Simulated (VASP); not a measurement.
LiH:

```
Li H
1.0
     0.00000    1.96211    1.96211
     1.96211    0.00000    1.96211
     1.96211    1.96211    0.00000
Li H
1 1
Direct
  0.00000 0.00000 0.00000
  0.50000 0.50000 0.50000
```

This cell differs from its parent crystal: volume changed by -6%.

Base run:

* Program: VASP 6.6.1
* Functional: r2SCAN
* Potentials or basis: VASP PAW PBE potentials, release 64 (Li_sv, H)
* Cutoff: 520 eV
* k mesh: 10 × 10 × 10
* Occupations: gaussian, width 0.01 eV
* Spin: no spin polarisation

Its results: band gap on the k mesh 3.54 eV, direct.

Task: The run is repeated on the same cell with these changes: functional from r2SCAN to PBE. What comes out?

Result: Band gap on the k mesh 2.93 eV, direct.

r2SCAN gives the wider gap, since meta-GGAs in the generalised Kohn-Sham scheme recover part of the derivative discontinuity.

A k mesh can miss the band edges.
